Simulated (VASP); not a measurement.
Here is a VASP 6.6.1 calculation.

The input INCAR:

```
SYSTEM = GaP
  PREC = Accurate
  ENCUT = 500
  EDIFF = 1E-6
  ISMEAR = 0
  SIGMA = 0.01
  LREAL = .False.
  LASPH = .True.
  NELM = 120
  ALGO = Normal
  ISIF = 2
  LWAVE = .False.
  LCHARG = .False.
  GGA = PE
  NBANDS = 16
  GGA_COMPAT = .False.
```

File KPOINTS:

```
Automatic mesh
0
Gamma
  6 6 6
  0 0 0
```

Contents of POSCAR:

```
GaP
1.0
    0.0000000000      2.7247315107      2.7247315107
    2.7247315107      0.0000000000      2.7247315107
    2.7247315107      2.7247315107      0.0000000000
Ga P
1 1
Direct
    0.0000000000      0.0000000000      0.0000000000
    0.2500000000      0.2500000000      0.2500000000
```

Potentials or basis: VASP PAW PBE potentials, release 64 (Ga_d, P).

Command:

```sh
$ cat potpaw_PBE.64/Ga_d/POTCAR potpaw_PBE.64/P/POTCAR > POTCAR
$ mpirun -np 1 vasp_std > vasp.out
```

(1) Predict the pressure.

(2) Predict the band gap on the k mesh.

## Answers

(1) 2.5 GPa.

(2) 1.65 eV, indirect (least direct gap 1.83 eV).
